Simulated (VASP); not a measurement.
A run of VASP 6.6.1:

The input INCAR:

```
PREC = Accurate
ENCUT = 520
EDIFF = 1E-6
ISMEAR = -1
SIGMA = 0.02
LREAL = F
LASPH = T
NELM = 80
ALGO = Normal
ISIF = 2
LWAVE = F
LCHARG = T
GGA = PE
LELF = T
LVHAR = T
NBANDS = 16
```

The input KPOINTS:

```
Automatic mesh
0
Gamma
  13 13 13
```

The input POSCAR:

```
InP
1.0
    0.0000000000      2.9146557824      2.9146557824
    2.9146557824      0.0000000000      2.9146557824
    2.9146557824      2.9146557824      0.0000000000
In P
1 1
Direct
    0.0000000000      0.0000000000      0.0000000000
    0.2500000000      0.2500000000      0.2500000000
```

Potentials or basis: VASP PAW PBE potentials, release 64 (In_d, P).

Command:

```bash
$ cat potpaw_PBE.64/In_d/POTCAR potpaw_PBE.64/P/POTCAR > POTCAR
$ mpirun -np 1 vasp_std > vasp.out
```

Hardware: 1 thread of Intel(R) Xeon(R) Platinum 8259CL CPU @ 2.50GHz (Skylake/Cascade Lake) (shared host).

Problem. How long does it take, and how much memory?

Solution. Wall time 38 s on 1 thread of Intel(R) Xeon(R) Platinum 8259CL CPU @ 2.50GHz (Skylake/Cascade Lake), with other jobs on the host, peak memory 0.21 GiB. Counts: scf iterations 12, k points 84.
